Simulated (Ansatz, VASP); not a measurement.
AlN in VASP and in Ansatz

The input POSCAR:

```
AlN
1.0
    3.1302469248      0.0000000000      0.0000000000
   -1.5651234624      2.7108733570      0.0000000000
    0.0000000000      0.0000000000      5.0179926665
Al N
2 2
Direct
    0.3333333333      0.6666666667     -0.0007707949
    0.6666666667      0.3333333333      0.4992292051
    0.3333333333      0.6666666667      0.3807707949
    0.6666666667      0.3333333333      0.8807707949
```

Contents of INCAR.step1:

```
ALGO = Normal
EDIFF = 1E-5
ENCUT = 520
GGA = PE
ISIF = 2
ISMEAR = 0
LASPH = T
LCHARG = F
LREAL = F
LWAVE = T
NBANDS = 16
NELM = 100
PREC = Accurate
SIGMA = 0.02
```

INCAR.step2

```
AEXX = 0.25
ALGO = Normal
EDIFF = 1E-6
ENCUT = 520
GGA = PE
ISIF = 2
ISMEAR = 0
ISTART = 1
LASPH = T
LCHARG = F
LHFCALC = T
LREAL = F
LWAVE = F
NBANDS = 16
NELM = 100
PREC = Accurate
PRECFOCK = Normal
SIGMA = 0.02
```

KPOINTS

```
k-points
0
Gamma
  6 6 4
```

Input for Ansatz:

```yaml
crystal:
  lattice:
    - [3.1302469248, 0.0, 0.0]
    - [-1.5651234624, 2.710873357, 0.0]
    - [0.0, 0.0, 5.0179926665]
  atoms:
    - { symbol: Al, position: [0.3333333333, 0.6666666667, -0.0007707949] }
    - { symbol: Al, position: [0.6666666667, 0.3333333333, 0.4992292051] }
    - { symbol: "N", position: [0.3333333333, 0.6666666667, 0.3807707949] }
    - { symbol: "N", position: [0.6666666667, 0.3333333333, 0.8807707949] }
basis:
  ecutwfc: 420
kpoints:
  mp_grid: { grid: [6, 6, 4] }
  band_path:
    path:
      - [[0.0, 0.0, 0.0], [0.5, 0.0, 0.0], [0.33333333, 0.33333333, 0.0], [0.0, 0.0, 0.0], [0.0, 0.0, 0.5], [0.5, 0.0, 0.5], [0.33333333, 0.33333333, 0.5], [0.0, 0.0, 0.5]]
      - [[0.5, 0.0, 0.5], [0.5, 0.0, 0.0]]
      - [[0.33333333, 0.33333333, 0.5], [0.33333333, 0.33333333, 0.0]]
    npoints: 4
hamiltonian:
  xc: pbe0
scf:
  occupations: { method: gaussian, width: 0.02 }
output:
  forces: true
  stress: true
  eigenvalues: true
  populations: true
  dos: { projected: true, de: 0.02 }
  bader: false
  write_density: true
  write_potential: true
  elf: true
  volumetric_format: npy
```

Alike in both runs: task single point; functional PBE0; k mesh 6 × 6 × 4; occupations gaussian, width 0.02 eV; no spin polarisation.

|  | VASP | Ansatz |
| --- | --- | --- |
| version | VASP 6.6.1 | Ansatz 0.2.0 |
| potentials or method | VASP PAW PBE potentials, release 64 (Al, N), cutoff 520 eV | scalar-relativistic, plane waves, PAW |
| valence electrons in the cell | 16 | 16 |

Ansatz gave:

* gap on the k mesh at the Fermi level (eV): 6.10
* least direct gap on the mesh (eV): 6.10
* pressure (GPa): -5.3

**Question.** Which values does VASP return?

**Answer.** gap on the k mesh at the Fermi level (eV): 6.11; least direct gap on the mesh (eV): 6.11; pressure (GPa): -5.5.

Ansatz's warnings: stress exchange threshold loose, stress scf threshold loose.
